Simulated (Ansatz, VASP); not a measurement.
## One calculation of MgI2, two programs

INCAR

```
SYSTEM = MgI2
ALGO = Normal
EDIFF = 1E-7
ENCUT = 520
GGA = PE
ISIF = 2
ISMEAR = 0
IVDW = 12
LASPH = .TRUE.
LCHARG = .TRUE.
LELF = .TRUE.
LREAL = .FALSE.
LVHAR = .TRUE.
LWAVE = .FALSE.
NBANDS = 15
NELM = 60
PREC = Accurate
SIGMA = 0.05
```

The input KPOINTS:

```
k-points
0
G
  6 6 4
  0 0 0
```

File POSCAR:

```
MgI2
1.0
    4.1537001214      0.0000000000      0.0000000000
   -2.0768500607      3.5972098248      0.0000000000
    0.0000000000      0.0000000000      7.1364800000
Mg I
1 2
Direct
    0.0000000000      0.0000000000      0.0000000000
    0.3333333333      0.6666666667      0.7576300000
    0.6666666667      0.3333333333      0.2423700000
```

Input for Ansatz:

```yaml
crystal:
  lattice:
    - [4.1537001214, 0.0, 0.0]
    - [-2.0768500607, 3.5972098248, 0.0]
    - [0.0, 0.0, 7.13648]
  atoms:
    - { symbol: Mg, position: [0.0, 0.0, 0.0] }
    - { symbol: I, position: [0.3333333333, 0.6666666667, 0.75763] }
    - { symbol: I, position: [0.6666666667, 0.3333333333, 0.24237] }
basis:
  ecutwfc: 420
kpoints:
  mp_grid: { grid: [6, 6, 4] }
hamiltonian:
  xc: pbe
  dispersion: d3bj
scf:
  occupations: { method: gaussian, width: 0.05 }
output:
  forces: true
  stress: true
  eigenvalues: true
```

Change from the starting cell: strain +0.000 along x and y, +0.040 along z, atoms carried along.

Alike in both runs: task single point; functional PBE; dispersion D3(BJ); k mesh 6 × 6 × 4; occupations gaussian, width 0.05 eV; no spin polarisation.

|  | VASP | Ansatz |
| --- | --- | --- |
| version | VASP 6.6.1 | Ansatz 0.2.0 |
| potentials or method | VASP PAW PBE potentials, release 64 (Mg, I), cutoff 520 eV | scalar-relativistic, plane waves, PAW |
| valence electrons in the cell | 16 | 44 |

|  | VASP | Ansatz | Ansatz less VASP |
| --- | --- | --- | --- |
| gap on the k mesh at the Fermi level (eV) | 3.45 | 3.47 | +0.017 |
| least direct gap on the mesh (eV) | 3.58 | 3.59 | +0.015 |
| pressure (GPa) | -1.4 | -1.3 | +0.05 |
| traceless stress, the component that is largest in VASP (GPa) | -0.53 | -0.53 | -0.005 |
| rms of the force components (eV/Å) | 0.122 | 0.117 | -0.0049 |

Atom by atom the forces differ by 0.005 eV/Å (rms over components). VASP's potentials hold 16 valence electrons a cell and Ansatz's 44, so a difference there can come from the potentials and not from the codes.

Spin-orbit coupling is off throughout.
